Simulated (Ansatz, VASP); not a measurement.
**LiH in VASP and in Ansatz**

INCAR

```
PREC = Accurate
ENCUT = 520
EDIFF = 1E-7
ISMEAR = 0
SIGMA = 0.05
LREAL = F
LASPH = T
NELM = 100
ALGO = Normal
ISIF = 2
LWAVE = F
LCHARG = F
NBANDS = 9
```

Contents of KPOINTS:

```
Automatic mesh
0
Gamma
  10 10 10
```

The input POSCAR:

```
LiH
1.0
    0.0000000000      1.8699000000      1.9512000000
    1.8699000000      0.0000000000      1.9512000000
    1.8699000000      1.8699000000      0.0000000000
Li H
1 1
Direct
    0.0000000000      0.0000000000      0.0000000000
    0.5000000000      0.5000000000      0.5000000000
```

Input for Ansatz:

```yaml
crystal:
  lattice:
    - [0.0, 1.8699, 1.9512]
    - [1.8699, 0.0, 1.9512]
    - [1.8699, 1.8699, 0.0]
  atoms:
    - { symbol: Li, position: [0.0, 0.0, 0.0] }
    - { symbol: H, position: [0.5, 0.5, 0.5] }
basis:
  ecutwfc: 420
kpoints:
  mp_grid: { grid: [10, 10, 10] }
hamiltonian:
  xc: lda
scf:
  occupations: { method: gaussian, width: 0.05 }
output:
  forces: true
  stress: true
  eigenvalues: true
```

Change from the starting cell: strain -0.080 along x and y, -0.040 along z, atoms carried along.

Alike in both runs: task single point; functional LDA; k mesh 10 × 10 × 10; occupations gaussian, width 0.05 eV; no spin polarisation.

|  | VASP | Ansatz |
| --- | --- | --- |
| version | VASP 6.6.1 | Ansatz 0.2.0 |
| potentials or method | VASP PAW LDA potentials, release 64 (Li_sv, H), cutoff 520 eV | scalar-relativistic, plane waves, PAW |
| valence electrons in the cell | 4 | 4 |

VASP gave:

| Property | Result |
| --- | --- |
| gap on the k mesh at the Fermi level (eV) | 1.89 |
| least direct gap on the mesh (eV) | 2.25 |

Task: Estimate Ansatz's values.

Result: gap on the k mesh at the Fermi level (eV): 1.90; least direct gap on the mesh (eV): 2.26.

LDA's correlation is that of Perdew and Zunger in VASP and of Perdew and Wang (1992) in Ansatz.

Noted on VASP's run: the cutoff is short for stress, so the pressure is rough.
